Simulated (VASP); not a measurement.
Runs of VASP 6.6.1 on As. The structure is that of space group P6/mmm (No. 191), or close to it. The cells are those of the table. 

| cell | k mesh | gap on the mesh (eV) | pressure (GPa) |
| --- | --- | --- | --- |
| a = 4.680, b = 4.680, c = 2.729 Å, angles 90.0, 90.0, 120.0°, 3 atoms | 9 × 9 × 12 | none | (a) |
| a = 5.010, b = 5.010, c = 2.922 Å, angles 90.0, 90.0, 120.0°, 3 atoms | 9 × 9 × 12 | none | -4.7 |
| a = 5.071, b = 5.071, c = 2.957 Å, angles 90.0, 90.0, 120.0°, 3 atoms | 9 × 9 × 12 | none | -6.5 |
| a = 4.750, b = 4.750, c = 2.770 Å, angles 90.0, 90.0, 120.0°, 3 atoms | 9 × 9 × 12 | none | 7.8 |
| a = 4.883, b = 4.883, c = 2.848 Å, angles 90.0, 90.0, 120.0°, 3 atoms | 9 × 9 × 12 | none | 0.2 |
| a = 4.948, b = 4.948, c = 2.885 Å, angles 90.0, 90.0, 120.0°, 3 atoms | 9 × 9 × 12 | none | -2.5 |
| a = 4.883, b = 4.883, c = 2.848 Å, angles 90.0, 90.0, 120.0°, 3 atoms | 10 × 10 × 15 | none | 0.2 |
| a = 4.817, b = 4.817, c = 2.809 Å, angles 90.0, 90.0, 120.0°, 3 atoms | 9 × 9 × 12 | none | (b) |

Alike in all rows: task single point; level RPBE; potentials or basis VASP PAW PBE potentials, release 64 (As); no spin polarisation; cutoff (eV) 520; smearing fermi-dirac 0.1 eV.

Q: Estimate the missing entries.

A: (a) 13.1; (b) 3.6.

Caveats: the PAW data sets were made with another functional, which shifts forces and pressure a little.

A k mesh can miss the band edges, and the runs leave out spin-orbit coupling on As.

A gap of «none» marks levels without a gap at the run's occupations.
